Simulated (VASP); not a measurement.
# HfN (Fm-3m) in VASP: notebook

Runs on HfN. Level: LDA. Tasks: electric field gradients, density of states.

Everything below comes from runs of VASP 6.6.1. Logs are shortened: lines on timing, memory, paths and dates and some standing lists are left out, and cuts for length are marked.

## (1) The cell of the first run

Symmetry: Fm-3m, No. 225, cubic system. The conventional cell has a = 4.426 Å, b = 4.426 Å, c = 4.426 Å, α = 90.00°, β = 90.00°, γ = 90.00°. Within 2.9 Å of Hf (site symmetry m-3m) lie 6 N at 2.21 Å. Within 2.9 Å of N (site symmetry m-3m) lie 6 Hf at 2.21 Å.

## (2) Electric field gradients, LDA (volume scaled by 0.94)

Input file INCAR:

```
  ALGO = Normal
  EDIFF = 1E-8
  ENCUT = 520
  GGA = CA
  ISIF = 2
  ISMEAR = -1
  LASPH = T
  LCHARG = F
  LEFG = T
  LREAL = F
  LWAVE = F
  NBANDS = 14
  NELM = 60
  PREC = Accurate
  SIGMA = 0.03
```

Input file KPOINTS:

```
k-points
0
Gamma
  10 10 10
```

Input file POSCAR:

```
HfN
1.0
    0.0000000000      2.2128850196      2.2128850196
    2.2128850196      0.0000000000      2.2128850196
    2.2128850196      2.2128850196      0.0000000000
Hf N
1 1
Direct
    0.0000000000      0.0000000000      0.0000000000
    0.5000000000      0.5000000000      0.5000000000
```

Potentials or basis: VASP PAW LDA potentials, release 64 (Hf_pv, N).

Command:

```
$ cat potpaw_LDA.64/Hf_pv/POTCAR potpaw_LDA.64/N/POTCAR > POTCAR
$ mpirun -np 1 vasp_std > vasp.out
```

OUTCAR:

```text
EDIFF = 1E-8
   ENCUT = 520
   GGA = CA
   ISIF = 2
   ISMEAR = -1
   LASPH = T
   LREAL = F
   NELM = 60
   PREC = Accurate

 ion  position               nearest neighbor table
   1  0.000  0.000  0.000-   2 2.21   2 2.21   2 2.21   2 2.21   2 2.21   2 2.21
   2  0.500  0.500  0.500-   1 2.21   1 2.21   1 2.21   1 2.21   1 2.21   1 2.21

  LATTYP: Found a face centered cubic cell.
 ALAT       =     4.4257700392

  Lattice vectors:

 A1 = (   0.0000000000,   2.2128850196,   2.2128850196)
 A2 = (   2.2128850196,   0.0000000000,   2.2128850196)
 A3 = (   2.2128850196,   2.2128850196,   0.0000000000)

Analysis of symmetry for initial positions (statically):
=====================================================================
 Subroutine PRICEL returns:
 Original cell was already a primitive cell.

 Routine SETGRP: Setting up the symmetry group for a
 face centered cubic supercell.

 Subroutine GETGRP returns: Found 48 space group operations
[... 9 lines left out ...]

 Routine SETGRP: Setting up the symmetry group for a
 face centered cubic supercell.

 Subroutine GETGRP returns: Found 48 space group operations
[... 11 lines left out ...]
                                     Primitive cell

  volume of cell :      21.6724

  direct lattice vectors                    reciprocal lattice vectors
     0.000000000  2.212885020  2.212885020    -0.225949381  0.225949381  0.225949381
     2.212885020  0.000000000  2.212885020     0.225949381 -0.225949381  0.225949381
     2.212885020  2.212885020  0.000000000     0.225949381  0.225949381 -0.225949381

  length of vectors
     3.129492007  3.129492007  3.129492007     0.391355808  0.391355808  0.391355808

  position of ions in fractional coordinates (direct lattice)
     0.000000000  0.000000000  0.000000000
     0.500000000  0.500000000  0.500000000

  ion indices of the primitive-cell ions
   primitive index   ion index
                 1           1
                 2           2

----------------------------------------------------------------------------------------

 KPOINTS: k-points

Automatic generation of k-mesh.
 Grid dimensions read from file:
 generate k-points for:   10   10   10

 Generating k-lattice:

  Cartesian coordinates                     Fractional coordinates (reciprocal lattice)
    -0.022594938  0.022594938  0.022594938     0.100000000  0.000000000  0.000000000
     0.022594938 -0.022594938  0.022594938     0.000000000  0.100000000  0.000000000
[... 103 lines left out ...]
  energy without entropy =      -23.84785849  energy(sigma->0) =      -23.84918184

 E-fermi :   8.7963     XC(G=0): -13.3011

 val. band max:        8.7686905745   @ k =  -0.4000   0.3000   0.0000
 cond. band min:       8.8073577066   @ k =  -0.1000   0.1000   0.0000
 fundamental gap:      0.0386671320
 Fermi energy:         8.7962547941

 k-point     1 :       0.0000    0.0000    0.0000
  band No.  band energies     occupation
      1     -21.9182      2.00000
      2     -21.9182      2.00000
      3     -21.9182      2.00000
      4      -8.8344      2.00000
      5       5.7412      2.00000
      6       5.7412      2.00000
      7       5.7412      2.00000
      8       8.3405      2.00000
      9       8.3405      2.00000
     10       8.3405      2.00000
     11      10.8319      0.00000
     12      10.8319      0.00000
     13      11.3748      0.00000
     14      18.5637      0.00000
[... 377 lines left out ...]
      1     -22.7825      2.00000
      2     -22.2551      2.00000
      3     -22.2174      2.00000
      4      -7.3031      2.00000
      5       2.0941      2.00000
      6       4.0644      2.00000
      7       4.6156      2.00000
      8       6.1501      2.00000
      9      13.1463      0.00000
     10      13.7694      0.00000
     11      13.8956      0.00000
     12      14.2554      0.00000
     13      18.6380      0.00000
     14      20.3647      0.00000

 [... further k-points ...]
[... 5 lines left out ...]
  --------------------------------------------------------------------------------------
  -------------------------------------------------------------------------------------
  Total        1.0809712      1.0809712      1.0809712      0.0000000      0.0000000     -0.0000000
  in kB       79.9131342     79.9131342     79.9131342      0.0000000      0.0000000     -0.0000000
  external PRESSURE =      79.9131342 kB  Pullay stress =       0.0000000 kB

 VOLUME and BASIS-vectors are now :
 -----------------------------------------------------------------------------
  energy-cutoff  :      520.00
  volume of cell :       21.67
      direct lattice vectors                 reciprocal lattice vectors
     0.000000000  2.212885020  2.212885020    -0.225949381  0.225949381  0.225949381
     2.212885020  0.000000000  2.212885020     0.225949381 -0.225949381  0.225949381
     2.212885020  2.212885020  0.000000000     0.225949381  0.225949381 -0.225949381

 POSITION                                       TOTAL-FORCE (eV/Angst)
 -----------------------------------------------------------------------------------
      0.00000      0.00000      0.00000         0.000000     -0.000000     -0.000000
      2.21289      2.21289      2.21289        -0.000000      0.000000      0.000000
 -----------------------------------------------------------------------------------
    total drift:                                0.000000     -0.000000     -0.000000

  FREE ENERGIE OF THE ION-ELECTRON SYSTEM (eV)
  ---------------------------------------------------
  free  energy   TOTEN  =       -23.8505051950 eV

  energy  without entropy=      -23.8478584910  energy(sigma->0) =      -23.84918184

 Electric field gradients (V/A^2)
---------------------------------------------------------------------
 ion       V_xx      V_yy      V_zz      V_xy      V_xz      V_yz
---------------------------------------------------------------------
   1       0.000    -0.000     0.000    -0.000    -0.000    -0.000
   2      -0.000     0.000     0.000    -0.001    -0.001    -0.001
---------------------------------------------------------------------

 Electric field gradients after diagonalization (V/A^2)
 (convention: |V_zz| > |V_xx| > |V_yy|)
----------------------------------------------------------------------
 ion       V_xx      V_yy      V_zz     asymmetry (V_yy - V_xx)/ V_zz
----------------------------------------------------------------------
   1       0.000     0.000    -0.000       0.000
   2       0.001     0.001    -0.001       0.000
----------------------------------------------------------------------

           NMR quadrupolar parameters

 Cq : quadrupolar parameter    Cq=e*Q*V_zz/h
 eta: asymmetry parameters     (V_yy - V_xx)/ V_zz
 Q  : nuclear electric quadrupole moment in mb (millibarn)
----------------------------------------------------------------------
 ion       Cq(MHz)       eta       Q (mb)
----------------------------------------------------------------------
   1      -0.000       0.000       1.000
   2      -0.000       0.000       1.000
----------------------------------------------------------------------
```

OSZICAR:

```text
N       E                     dE             d eps       ncg     rms          rms(c)
DAV:   1     0.359280579636E+02    0.35928E+02   -0.78234E+03  1316   0.102E+03
DAV:   2    -0.251568299140E+02   -0.61085E+02   -0.57660E+02  1692   0.232E+02
DAV:   3    -0.268417072041E+02   -0.16849E+01   -0.16809E+01  1538   0.310E+01
DAV:   4    -0.268466172993E+02   -0.49101E-02   -0.49097E-02  1592   0.203E+00
DAV:   5    -0.268466429956E+02   -0.25696E-04   -0.25695E-04  1506   0.125E-01    0.568E+01
DAV:   6    -0.239814470026E+02    0.28652E+01   -0.82630E+00  1448   0.223E+01    0.478E+01
DAV:   7    -0.238836565242E+02    0.97790E-01   -0.45496E-01  1604   0.512E+00    0.283E+01
DAV:   8    -0.238542535776E+02    0.29403E-01   -0.95022E-02  1694   0.252E+00    0.476E+00
DAV:   9    -0.238506833722E+02    0.35702E-02   -0.10876E-02  1532   0.810E-01    0.186E+00
DAV:  10    -0.238505335064E+02    0.14987E-03   -0.93571E-04  1702   0.271E-01    0.353E-01
DAV:  11    -0.238505056899E+02    0.27817E-04   -0.72274E-05  1468   0.799E-02    0.461E-02
DAV:  12    -0.238505052219E+02    0.46807E-06   -0.58660E-06  1760   0.207E-02    0.240E-02
DAV:  13    -0.238505051953E+02    0.26556E-07   -0.15108E-07  1498   0.348E-03    0.411E-03
DAV:  14    -0.238505051950E+02    0.29377E-09   -0.29522E-09  1054   0.506E-04
   1 F= -.23850505E+02 E0= -.23849182E+02  d E =-.264670E-02
```

Wall time 21 s (1 thread of Intel Xeon 8259CL, shared host); peak memory 0.13 GiB.

What came out:

| Property | Result |
| --- | --- |
| Free energy | -23.8505 eV |
| Pressure | 8.0 GPa |

Levels at points of the mesh, in eV from the Fermi level:
| k point | band 6 | band 7 | band 8 | band 9 | band 10 | band 11 |
| --- | --- | --- | --- | --- | --- | --- |
| (0.00, 0.00, 0.00) | -3.06 | -3.06 | -0.46 | -0.46 | -0.46 | 2.04 |
| (0.50, 0.00, 0.00) | -6.51 | -6.51 | 3.54 | 3.96 | 3.96 | 4.86 |
| (0.50, 0.50, 0.00) | -4.14 | -3.66 | -3.66 | 4.36 | 5.96 | 5.96 |

Caveat: the cell differs from its parent crystal (volume scaled by 0.94); without QUAD_EFG the Cq values of the log hold for a quadrupole moment of 1 mb, not for the nuclei; spin-orbit coupling is left out, which moves the levels of the heavy elements.

## (3) Electric field gradients, LDA (volume scaled by 1.06)

Input file INCAR:

```
PREC     = Accurate       # precision mode
ENCUT    = 520            # plane-wave cutoff, eV
EDIFF    = 1E-8           # SCF threshold, eV
ISMEAR   = -1             # smearing method
SIGMA    = 0.03           # smearing width, eV
LREAL    = False          # projectors in reciprocal space
LASPH    = True           # aspherical terms in the spheres
NELM     = 100            # most SCF steps
ALGO     = Normal         # electronic algorithm
ISIF     = 2              # what is computed and relaxed
LWAVE    = False          # write WAVECAR
LCHARG   = False          # write CHGCAR
LEFG     = True         
NBANDS   = 14             # bands
```

Input file KPOINTS:

```
regular mesh
0
Gamma
  10 10 10
```

Input file POSCAR:

```
HfN
1.0
    0.0000000000      2.3033053658      2.3033053658
    2.3033053658      0.0000000000      2.3033053658
    2.3033053658      2.3033053658      0.0000000000
Hf N
1 1
Direct
    0.0000000000      0.0000000000      0.0000000000
    0.5000000000      0.5000000000      0.5000000000
```

Potentials or basis: VASP PAW LDA potentials, release 64 (Hf_pv, N).

Command:

```
$ cat potpaw_LDA.64/Hf_pv/POTCAR potpaw_LDA.64/N/POTCAR > POTCAR
$ mpirun -np 1 vasp_std > vasp.out
```

OUTCAR:

```text
PREC = Accurate
   ENCUT = 520
   EDIFF = 1E-8
   ISMEAR = -1
   LREAL = False
   LASPH = True
   NELM = 100
   ISIF = 2

 ion  position               nearest neighbor table
   1  0.000  0.000  0.000-   2 2.30   2 2.30   2 2.30   2 2.30   2 2.30   2 2.30
   2  0.500  0.500  0.500-   1 2.30   1 2.30   1 2.30   1 2.30   1 2.30   1 2.30

  LATTYP: Found a face centered cubic cell.
 ALAT       =     4.6066107316

  Lattice vectors:

 A1 = (   0.0000000000,   2.3033053658,   2.3033053658)
 A2 = (   2.3033053658,   0.0000000000,   2.3033053658)
 A3 = (   2.3033053658,   2.3033053658,   0.0000000000)

Analysis of symmetry for initial positions (statically):
[... 618 lines left out ...]

  energy  without entropy=      -23.6816904072  energy(sigma->0) =      -23.68306202

 Electric field gradients (V/A^2)
---------------------------------------------------------------------
 ion       V_xx      V_yy      V_zz      V_xy      V_xz      V_yz
---------------------------------------------------------------------
   1      -0.000    -0.000     0.000    -0.000    -0.000    -0.000
   2      -0.000    -0.000     0.000    -0.000    -0.000    -0.000
---------------------------------------------------------------------

 Electric field gradients after diagonalization (V/A^2)
 (convention: |V_zz| > |V_xx| > |V_yy|)
----------------------------------------------------------------------
 ion       V_xx      V_yy      V_zz     asymmetry (V_yy - V_xx)/ V_zz
----------------------------------------------------------------------
   1       0.000     0.000    -0.000       0.000
   2       0.000     0.000    -0.000       0.000
----------------------------------------------------------------------

           NMR quadrupolar parameters

 Cq : quadrupolar parameter    Cq=e*Q*V_zz/h
 eta: asymmetry parameters     (V_yy - V_xx)/ V_zz
 Q  : nuclear electric quadrupole moment in mb (millibarn)
----------------------------------------------------------------------
 ion       Cq(MHz)       eta       Q (mb)
----------------------------------------------------------------------
   1      -0.000       0.000       1.000
   2      -0.000       0.000       1.000
----------------------------------------------------------------------
```

OSZICAR:

```text
N       E                     dE             d eps       ncg     rms          rms(c)
DAV:   1     0.372403083684E+02    0.37240E+02   -0.76901E+03  1316   0.100E+03
DAV:   2    -0.246574963518E+02   -0.61898E+02   -0.57692E+02  1696   0.227E+02
DAV:   3    -0.266751335915E+02   -0.20176E+01   -0.20060E+01  1528   0.325E+01
DAV:   4    -0.266833233755E+02   -0.81898E-02   -0.81817E-02  1592   0.246E+00
DAV:   5    -0.266833803124E+02   -0.56937E-04   -0.56935E-04  1508   0.174E-01    0.447E+01
DAV:   6    -0.238880254611E+02    0.27954E+01   -0.88038E+00  1358   0.216E+01    0.396E+01
DAV:   7    -0.237316056248E+02    0.15642E+00   -0.49445E-01  1646   0.532E+00    0.257E+01
DAV:   8    -0.236925357657E+02    0.39070E-01   -0.17776E-01  1532   0.338E+00    0.560E+00
DAV:   9    -0.236845125190E+02    0.80232E-02   -0.17798E-02  1508   0.109E+00    0.189E+00
DAV:  10    -0.236844583530E+02    0.54166E-04   -0.82210E-04  1660   0.229E-01    0.319E-01
DAV:  11    -0.236844343107E+02    0.24042E-04   -0.65835E-05  1610   0.653E-02    0.684E-02
DAV:  12    -0.236844337177E+02    0.59304E-06   -0.55957E-06  1658   0.188E-02    0.210E-02
DAV:  13    -0.236844336272E+02    0.90438E-07   -0.25042E-07  1618   0.450E-03    0.178E-03
DAV:  14    -0.236844336281E+02   -0.82514E-09   -0.13913E-08  1218   0.105E-03
   1 F= -.23684434E+02 E0= -.23683062E+02  d E =-.274322E-02
```

It took 8.8 s on 1 thread of Intel Xeon 6975P-C, shared host; peak memory 0.14 GiB.

What came out:

| Property | Result |
| --- | --- |
| Free energy | -23.6844 eV |
| Pressure | -23.9 GPa |

Caveat: the cell differs from its parent crystal (volume scaled by 1.06); without QUAD_EFG the Cq values of the log hold for a quadrupole moment of 1 mb, not for the nuclei; spin-orbit coupling is left out, which moves the levels of the heavy elements.

## (4) Density of states, LDA

This run uses another cell than the first one, of 11.53 Å³/atom, 1.064 times its volume.

Input file POSCAR:

```
HfN
1.0
    0.0000000000      2.2590000000      2.2590000000
    2.2590000000      0.0000000000      2.2590000000
    2.2590000000      2.2590000000      0.0000000000
Hf N
1 1
Direct
    0.0000000000      0.0000000000      0.0000000000
    0.5000000000      0.5000000000      0.5000000000
```

Input file INCAR.step1:

```
  PREC = Accurate
  ENCUT = 520
  EDIFF = 1E-6
  ISMEAR = -1
  SIGMA = 0.03
  LREAL = F
  LASPH = T
  NELM = 80
  ALGO = Normal
  ISIF = 2
  LWAVE = F
  LCHARG = T
  LMAXMIX = 4
  NBANDS = 14
```

Input file KPOINTS.step1:

```
regular mesh
0
Gamma
  10 10 10
```

Input file INCAR.step2:

```
  PREC = Accurate
  ENCUT = 520
  EDIFF = 1E-6
  ISMEAR = -5
  SIGMA = 0.03
  LREAL = F
  LASPH = T
  NELM = 80
  ALGO = Normal
  ISIF = 2
  LWAVE = F
  LCHARG = F
  LMAXMIX = 4
  LORBIT = 11
  NEDOS = 1001
  ICHARG = 11
```

Input file KPOINTS.step2:

```
regular mesh
0
Gamma
  15 15 15
```

Command:

```
$ cat potpaw_LDA.64/Hf_pv/POTCAR potpaw_LDA.64/N/POTCAR > POTCAR
$ cp INCAR.step1 INCAR
$ cp KPOINTS.step1 KPOINTS
$ mpirun -np 1 vasp_std > vasp.out
$ cp INCAR.step2 INCAR
$ cp KPOINTS.step2 KPOINTS
$ mpirun -np 1 vasp_std > vasp.out
```

Wall time 20 s (1 thread of Intel Xeon 6975P-C, shared host); peak memory 0.15 GiB.

It converged, with:

```yaml
Valence_electrons_inside_the_program's_atomic_spheres: Hf 8.66; N 3.70
```

Levels at points of the mesh, in eV from the Fermi level:
```tsv
k point	band 5	band 6	band 7	band 8	band 9	band 10	band 11
(0.00, 0.00, 0.00)	-2.98	-2.98	-2.98	-0.41	-0.41	-0.41	1.88
```

Caveat: spin-orbit coupling is left out, which moves the levels of the heavy elements; tetrahedron occupations give inexact forces and stress in metals.

(Continued in part 2 of 2.)
